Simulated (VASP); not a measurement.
Wanted: the native input for a VASP 6.6.1 run.

| Quantity | Value |
| --- | --- |
| Task | single point |
| Functional | r2SCAN |
| Potentials or basis | VASP PAW PBE potentials, release 64 (Sn_d, P) |
| Cutoff | 520 eV |
| k mesh | 6 × 6 × 10 |
| Occupations | gaussian, width 0.1 eV |
| Spin | no spin polarisation |
| Dipole correction | no |
| Further INCAR settings | ALGO = Normal; EDIFF = 1e-06; NBANDS = 33 |

The system is SnP2.

```
Sn P
1.0
     6.05223    0.00000    0.00000
     0.00000    6.05223    0.00000
     0.00000    0.00000    4.03034
Sn P
2 4
Direct
  0.00000 0.00000 0.00000
  0.50000 0.50000 0.50000
  0.30639 0.30639 0.00000
  0.19361 0.80639 0.50000
  0.69361 0.69361 0.00000
  0.80639 0.19361 0.50000
```

These files were run (other wordings do the same):

POSCAR

```
SnP2
1.0
    6.0522270756      0.0000000000      0.0000000000
    0.0000000000      6.0522270756      0.0000000000
    0.0000000000      0.0000000000      4.0303426124
Sn P
2 4
Direct
    0.0000000000      0.0000000000      0.0000000000
    0.5000000000      0.5000000000      0.5000000000
    0.3063856205      0.3063856205      0.0000000000
    0.1936143795      0.8063856205      0.5000000000
    0.6936143795      0.6936143795      0.0000000000
    0.8063856205      0.1936143795      0.5000000000
```

INCAR.step1

```
PREC     = Accurate       # precision mode
ENCUT    = 520            # plane-wave cutoff, eV
ISMEAR   = 0              # smearing method
SIGMA    = 0.1            # smearing width, eV
LREAL    = F              # projectors in reciprocal space
LASPH    = T              # aspherical terms in the spheres
NELM     = 100            # most SCF steps
NBANDS   = 33             # bands
GGA      = PE             # functional
ALGO     = Normal         # electronic algorithm
EDIFF    = 1E-4           # SCF threshold, eV
LWAVE    = T              # write WAVECAR
LCHARG   = F              # write CHGCAR
```

INCAR.step2

```
PREC     = Accurate       # precision mode
ENCUT    = 520            # plane-wave cutoff, eV
EDIFF    = 1E-6           # SCF threshold, eV
ISMEAR   = 0              # smearing method
SIGMA    = 0.1            # smearing width, eV
LREAL    = F              # projectors in reciprocal space
LASPH    = T              # aspherical terms in the spheres
NELM     = 100            # most SCF steps
ALGO     = Normal         # electronic algorithm
ISIF     = 2              # what is computed and relaxed
LWAVE    = F              # write WAVECAR
LCHARG   = F              # write CHGCAR
METAGGA  = R2SCAN         # meta-GGA
LMIXTAU  = T            
NBANDS   = 33             # bands
ISTART   = 1
```

KPOINTS

```
Automatic mesh
0
Gamma
  6 6 10
```

Potentials or basis: VASP PAW PBE potentials, release 64 (Sn_d, P).

Launch:

```sh
$ cat potpaw_PBE.64/Sn_d/POTCAR potpaw_PBE.64/P/POTCAR > POTCAR
$ cp INCAR.step1 INCAR
$ mpirun -np 1 vasp_std > vasp.out
$ cp INCAR.step2 INCAR
$ mpirun -np 1 vasp_std > vasp.out
```

Results of the run:

```json
{"Pressure": "-0.1 GPa", "Band gap on the k mesh": "zero (band 24 reaches 5.60 eV, above the bottom of band 25 at 4.15 eV)"}
```

Caveat: the PAW data sets were made with another functional, which shifts forces and pressure a little; spin-orbit coupling is left out, which moves the levels of the heavy elements.

It took 7.8 min on 1 thread of Intel(R) Xeon(R) Platinum 8559C (Emerald Rapids), with other jobs on the host, peak memory 0.42 GiB.
